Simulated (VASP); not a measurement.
# Cr (Im-3m) in VASP: notebook

Cr is run at these levels: PBE; tasks: single point.

Program: VASP 6.6.1. These are calculated values, not measurements. Logs are shortened: lines on timing, memory, paths and dates and some standing lists are left out, and cuts for length are marked.

### Step 1. The cell of the first run

It takes space group Im-3m (No. 229, cubic). The conventional cell has a = 2.848 Å, b = 2.848 Å, c = 2.848 Å, α = 90.00°, β = 90.00°, γ = 90.00°. Cr (site symmetry m-3m) has 14 Cr at 2.47 to 2.85 Å within 3.3 Å.

### Step 2. Single point, PBE, collinear spin, ferromagnetic start

INCAR reads:

```
SYSTEM = Cr
ALGO = Normal
EDIFF = 1E-6
ENCUT = 520
GGA = PE
ISIF = 2
ISMEAR = -1
ISPIN = 2
LASPH = .TRUE.
LCHARG = .FALSE.
LMAXMIX = 4
LORBIT = 11
LREAL = .FALSE.
LWAVE = .FALSE.
MAGMOM = 2
NBANDS = 16
NELM = 150
PREC = Accurate
SIGMA = 0.05
```

KPOINTS reads:

```
k-points
0
G
  21 21 21
  0 0 0
```

POSCAR reads:

```
Cr
1.0
   -1.4242209437      1.4242209437      1.4242209437
    1.4242209437     -1.4242209437      1.4242209437
    1.4242209437      1.4242209437     -1.4242209437
Cr
1
Direct
    0.0000000000      0.0000000000      0.0000000000
```

Potentials or basis: VASP PAW PBE potentials, release 64 (Cr_pv).

Run with:

```bash
> cat potpaw_PBE.64/Cr_pv/POTCAR > POTCAR
> mpirun -np 1 vasp_std > vasp.out
```

OUTCAR:

```text
SYSTEM = Cr
   EDIFF = 1E-6
   ENCUT = 520
   GGA = PE
   ISIF = 2
   ISMEAR = -1
   ISPIN = 2
   LASPH = .TRUE.
   LORBIT = 11
   LREAL = .FALSE.
   NELM = 150
   PREC = Accurate

 ion  position               nearest neighbor table
   1  0.000  0.000  0.000-

  LATTYP: Found a body centered cubic cell.
 ALAT       =     2.8484418874

  Lattice vectors:

 A1 = (  -1.4242209437,   1.4242209437,   1.4242209437)
 A2 = (   1.4242209437,  -1.4242209437,   1.4242209437)
 A3 = (   1.4242209437,   1.4242209437,  -1.4242209437)

Analysis of symmetry for initial positions (statically):
=====================================================================
 Subroutine PRICEL returns:
 Original cell was already a primitive cell.

 Routine SETGRP: Setting up the symmetry group for a
 body centered cubic supercell.

 Subroutine GETGRP returns: Found 48 space group operations
 (whereof 48 operations were pure point group operations)
 out of a pool of 48 trial point group operations.

The static configuration has the point symmetry O_h .

Analysis of symmetry for dynamics (positions and initial velocities):
=====================================================================
 Subroutine PRICEL returns:
 Original cell was already a primitive cell.

 Routine SETGRP: Setting up the symmetry group for a
 body centered cubic supercell.

 Subroutine GETGRP returns: Found 48 space group operations
 (whereof 48 operations were pure point group operations)
 out of a pool of 48 trial point group operations.

The dynamic configuration has the point symmetry O_h .

Analysis of structural, dynamic, and magnetic symmetry:
=====================================================================
 Subroutine PRICEL returns:
 Original cell was already a primitive cell.

 Routine SETGRP: Setting up the symmetry group for a
 body centered cubic supercell.

 Subroutine GETGRP returns: Found 48 space group operations
 (whereof 48 operations were pure point group operations)
 out of a pool of 48 trial point group operations.

The overall configuration has the point symmetry O_h .

 Subroutine INISYM returns: Found 48 space group operations
 (whereof 48 operations are pure point group operations),
 and found     1 'primitive' translations

----------------------------------------------------------------------------------------

                                     Primitive cell

  volume of cell :      11.5556

  direct lattice vectors                    reciprocal lattice vectors
    -1.424220944  1.424220944  1.424220944     0.000000000  0.351069125  0.351069125
     1.424220944 -1.424220944  1.424220944     0.351069125  0.000000000  0.351069125
     1.424220944  1.424220944 -1.424220944     0.351069125  0.351069125  0.000000000

  length of vectors
     2.466823036  2.466823036  2.466823036     0.496486717  0.496486717  0.496486717

  position of ions in fractional coordinates (direct lattice)
     0.000000000  0.000000000  0.000000000

  ion indices of the primitive-cell ions
   primitive index   ion index
                 1           1

----------------------------------------------------------------------------------------

 KPOINTS: k-points

Automatic generation of k-mesh.
 Grid dimensions read from file:
 generate k-points for:   21   21   21

 Generating k-lattice:

  Cartesian coordinates                     Fractional coordinates (reciprocal lattice)
     0.000000000  0.016717577  0.016717577     0.047619048  0.000000000  0.000000000
     0.016717577  0.000000000  0.016717577     0.000000000  0.047619048  0.000000000
     0.016717577  0.016717577  0.000000000     0.000000000  0.000000000  0.047619048

  Length of vectors
     0.023642225  0.023642225  0.023642225

  Shift w.r.t. Gamma in fractional coordinates (k-lattice)
     0.000000000  0.000000000  0.000000000

 Subroutine IBZKPT returns following result:
 ===========================================

 Found    286 irreducible k-points:

 Following reciprocal coordinates:
            Coordinates               Weight
  0.000000  0.000000  0.000000      1.000000
  0.047619  0.000000  0.000000     12.000000
  0.095238  0.000000  0.000000     12.000000
  0.142857  0.000000  0.000000     12.000000
  0.190476  0.000000  0.000000     12.000000
  0.238095  0.000000  0.000000     12.000000
[... 16 lines left out ...]
  0.142857  0.095238  0.000000     48.000000
  0.190476  0.095238  0.000000     48.000000
 [... further k-points ...]
   k-points           NKPTS =    286   k-points in BZ     NKDIM =    286   number of bands    NBANDS=     16
   number of dos      NEDOS =    301   number of ions     NIONS =      1
   total plane-waves  NPLWV =   5832
   dimension x,y,z NGX =    18 NGY =   18 NGZ =   18
   dimension x,y,z NGXF=    36 NGYF=   36 NGZF=   36
   ions per type =               1
   NGX,Y,Z   is equivalent  to a cutoff of  12.13, 12.13, 12.13 a.u.
   NGXF,Y,Z  is equivalent  to a cutoff of  24.26, 24.26, 24.26 a.u.
 SYSTEM =  Cr
   PREC   = accura    normal or accurate (medium, high low for compatibility)
   ISTART =      0    job   : 0-new  1-cont  2-samecut
   ICHARG =      2    charge: 1-file 2-atom 10-const
   ISPIN  =      2    spin polarized calculation?
   LNONCOLLINEAR =      F non collinear calculations
   LSORBIT =      F    spin-orbit coupling
   LASPH  =      T    aspherical Exc in radial PAW
   ENCUT  =  520.0 eV  38.22 Ry    6.18 a.u.   4.59  4.59  4.59*2*pi/ulx,y,z
   NELM   =    150;   NELMIN=  2; NELMDL= -5     # of ELM steps
   EDIFF  = 0.1E-05   stopping-criterion for ELM
   LREAL  =      F    real-space projection
   EDIFFG = 0.1E-04   stopping-criterion for IOM
   NSW    =      0    number of steps for IOM
   IBRION =     -1    ionic relax: 0-MD 1-quasi-New 2-CG
   NFREE  =      0    steps in history (QN), initial steepest desc. (CG)
   ISIF   =      2    stress and relaxation
   ISYM   =      2    0-nonsym 1-usesym 2-fastsym
   POTIM  = 0.5000    time-step for ionic-motion
   TEBEG  =    0.0;   TEEND  =   0.0 temperature during run
   PSTRESS=    0.0 pullay stress
   NELECT =      12.0000    total number of electrons
   NUPDOWN=      -1.0000    fix difference up-down
   EMIN   =  10.00;   EMAX   =-10.00  energy-range for DOS
   EFERMI =   0.00;   METHOD = LEGACY
   ISMEAR =    -1;   SIGMA  =   0.05  broadening in eV -4-tet -1-fermi 0-gaus
   EFERMI_NEDOS =   21; number of points for ismear=-14 and -15
   IALGO  =     38    algorithm
   IMIX   =      4    mixing-type and parameters
     AMIX     =   0.40;   BMIX     =  1.00
     AMIX_MAG =   1.60;   BMIX_MAG =  1.00
  volume/ion in A,a.u.               =      11.56        77.98
  Fermi-wavevector in a.u.,A,eV,Ry     =   1.657822  3.132829 37.393892  2.748374
  Thomas-Fermi vector in A             =   2.745509
   LORBIT       =     11    0 simple, 1 ext, 2 COOP (PROOUT), +10 PAW based schemes
   GGA     = PE    functional components
   LHFCALC =     F    Hartree Fock is set to
   AEXX    =    0.0000 exact exchange contribution
   IVDW    =     0    specifies the selected vdW correction
   LEPSILON=     F    determine dielectric tensor
   LRPA    =     F    only Hartree local field effects (RPA)
 spin polarized calculation
  energy-cutoff  :      520.00
  volume of cell :       11.56
 maximum number of plane-waves:       325
   NGX =  9   NGY =  9   NGZ =  9

 number of electron      11.9999993 magnetization       0.0003913

 number of electron      11.9999993 magnetization      -0.0000069

 Free energy of the ion-electron system (eV)
  ---------------------------------------------------
  ext. energy  EPLUGINS =         0.00000000
  ---------------------------------------------------
  free energy    TOTEN  =        -9.51810437 eV

  energy without entropy =       -9.51170491  energy(sigma->0) =       -9.51490464

 E-fermi :  10.9819     XC(G=0): -13.6722

 val. band max:       10.9637155692   @ k =  -0.4286   0.4286   0.0476
 cond. band min:      10.9819049693   @ k =  -0.1905   0.2381   0.0952
 fundamental gap:      0.0181894001
 Fermi energy:        10.9818593383

 spin component 1

 k-point     1 :       0.0000    0.0000    0.0000
  band No.  band energies     occupation
      1     -31.7669      1.00000
      2     -31.7669      1.00000
      3     -31.7669      1.00000
      4       3.1110      1.00000
      5      10.0512      1.00000
      6      10.0512      1.00000
[... 8 lines left out ...]
     15      40.7555      0.00000
     16      45.3123      0.00000

 k-point     2 :       0.0476    0.0000    0.0000
  band No.  band energies     occupation
      1     -31.7882      1.00000
      2     -31.7734      1.00000
      3     -31.7670      1.00000
      4       3.2110      1.00000
      5      10.0124      1.00000
      6      10.0453      1.00000
[... 8 lines left out ...]
     15      40.9853      0.00000
     16      44.0064      0.00000
[... 387 lines left out ...]
      5       9.5188      1.00000
      6       9.6489      1.00000
[... 8 lines left out ...]
     15      39.4754      0.00000
     16      42.2557      0.00000

 k-point    24 :       0.1905    0.0952    0.0000
  band No.  band energies     occupation
      1     -32.2279      1.00000
      2     -31.9021      1.00000
      3     -31.7965      1.00000
      4       5.4960      1.00000
      5       9.2918      1.00000
      6       9.5262      1.00000
[... 8 lines left out ...]
     15      39.9921      0.00000
     16      41.8352      0.00000

 [... further k-points ...]

 spin component 2

 k-point     1 :       0.0000    0.0000    0.0000
  band No.  band energies     occupation
      1     -31.7669      1.00000
      2     -31.7669      1.00000
      3     -31.7669      1.00000
      4       3.1110      1.00000
      5      10.0512      1.00000
      6      10.0512      1.00000
[... 8 lines left out ...]
     15      40.7555      0.00000
     16      45.3123      0.00000

 k-point     2 :       0.0476    0.0000    0.0000
  band No.  band energies     occupation
      1     -31.7882      1.00000
      2     -31.7734      1.00000
      3     -31.7670      1.00000
      4       3.2110      1.00000
      5      10.0124      1.00000
      6      10.0453      1.00000
[... 8 lines left out ...]
     15      40.9853      0.00000
     16      44.0063      0.00000
[... 387 lines left out ...]
      5       9.5188      1.00000
      6       9.6489      1.00000
[... 8 lines left out ...]
     15      39.4754      0.00000
     16      42.2557      0.00000

 k-point    24 :       0.1905    0.0952    0.0000
  band No.  band energies     occupation
      1     -32.2279      1.00000
      2     -31.9021      1.00000
      3     -31.7965      1.00000
      4       5.4960      1.00000
      5       9.2917      1.00000
      6       9.5262      1.00000
[... 8 lines left out ...]
     15      39.9921      0.00000
     16      41.8352      0.00000

 [... further k-points ...]
[... 5 lines left out ...]
  --------------------------------------------------------------------------------------
  -------------------------------------------------------------------------------------
  Total       -0.0371665     -0.0371665     -0.0371665     -0.0000000      0.0000000      0.0000000
  in kB       -5.1531213     -5.1531213     -5.1531213     -0.0000000      0.0000000      0.0000000
  external PRESSURE =      -5.1531213 kB  Pullay stress =       0.0000000 kB

 VOLUME and BASIS-vectors are now :
 -----------------------------------------------------------------------------
  energy-cutoff  :      520.00
  volume of cell :       11.56
      direct lattice vectors                 reciprocal lattice vectors
    -1.424220944  1.424220944  1.424220944     0.000000000  0.351069125  0.351069125
     1.424220944 -1.424220944  1.424220944     0.351069125  0.000000000  0.351069125
     1.424220944  1.424220944 -1.424220944     0.351069125  0.351069125  0.000000000

 POSITION                                       TOTAL-FORCE (eV/Angst)
 -----------------------------------------------------------------------------------
      0.00000      0.00000      0.00000         0.000000      0.000000      0.000000
 -----------------------------------------------------------------------------------
    total drift:                                0.000000      0.000000      0.000000

  FREE ENERGIE OF THE ION-ELECTRON SYSTEM (eV)
  ---------------------------------------------------
  free  energy   TOTEN  =        -9.5181043701 eV

  energy  without entropy=       -9.5117049115  energy(sigma->0) =       -9.51490464

 total charge

# of ion       s       p       d       tot
------------------------------------------
    1        0.441   6.407   4.209  11.057

 magnetization (x)

# of ion       s       p       d       tot
------------------------------------------
    1       -0.000  -0.000  -0.000  -0.000
```

It took 34 s on 1 thread of Intel Xeon 6975P-C (Granite Rapids), shared host; peak memory 0.18 GiB.

What came out:

```yaml
Free_energy: -9.5181 eV
Pressure: -0.5 GPa
Band_gap_on_the_k_mesh: zero (filled and empty bands overlap)
Net_moment: 0.00 μB per cell
Valence_electrons_inside_the_program's_atomic_spheres: Cr 11.06
```

Caveat: the starting moments collapsed, and a magnetic state may lie lower.

### Step 3. Single point, PBE, collinear spin, ferromagnetic start

INCAR reads:

```
SYSTEM = Cr
PREC     = Accurate       ! precision mode
ENCUT    = 520            ! plane-wave cutoff, eV
EDIFF    = 1E-6           ! SCF threshold, eV
ISMEAR   = -1             ! smearing method
SIGMA    = 0.05           ! smearing width, eV
LREAL    = .False.        ! projectors in reciprocal space
LASPH    = .True.         ! aspherical terms in the spheres
NELM     = 150            ! most SCF steps
ALGO     = Normal         ! electronic algorithm
ISIF     = 2              ! what is computed and relaxed
LWAVE    = .False.        ! write WAVECAR
LCHARG   = .False.        ! write CHGCAR
ISPIN    = 2              ! spin polarisation
MAGMOM   = 2              ! initial moments
LORBIT   = 11             ! projections on sites
LMAXMIX  = 4              ! l up to which the mixer works
GGA      = PE             ! functional
NBANDS   = 16             ! bands
```

KPOINTS reads:

```
Automatic mesh
0
Gamma
  21 21 21
  0 0 0
```

POSCAR reads:

```
Cr
1.0
   -1.4242165764      1.4242165764      1.4242165764
    1.4242165764     -1.4242165764      1.4242165764
    1.4242165764      1.4242165764     -1.4242165764
Cr
1
Direct
    0.0000000000      0.0000000000      0.0000000000
```

Potentials or basis: VASP PAW PBE potentials, release 64 (Cr_pv).

Run with:

```bash
> cat potpaw_PBE.64/Cr_pv/POTCAR > POTCAR
> mpirun -np 1 vasp_std > vasp.out
```

Run time: 35 s. Hardware: 1 thread of Intel Xeon 6975P-C (Granite Rapids), shared host; peak memory 0.18 GiB.

The run converged. Its results:

```yaml
Free_energy: -9.5181 eV
Pressure: -0.5 GPa
Band_gap_on_the_k_mesh: zero (filled and empty bands overlap)
Net_moment: 0.00 μB per cell
Valence_electrons_inside_the_program's_atomic_spheres: Cr 11.06
```

Levels at points of the mesh, in eV from the Fermi level:
Spin up:
```csv
k point,band 3,band 4,band 5,band 6,band 7,band 8,band 9,band 10
"(0.00, 0.00, 0.00)",-42.75,-7.87,-0.93,-0.93,-0.93,1.12,1.12,7.08
```
Spin down:
```
           k point  band 4  band 5  band 6  band 7  band 8  band 9
(0.00, 0.00, 0.00)   -7.87   -0.93   -0.93   -0.93    1.12    1.12
```

Caveat: the starting moments collapsed, and a magnetic state may lie lower.
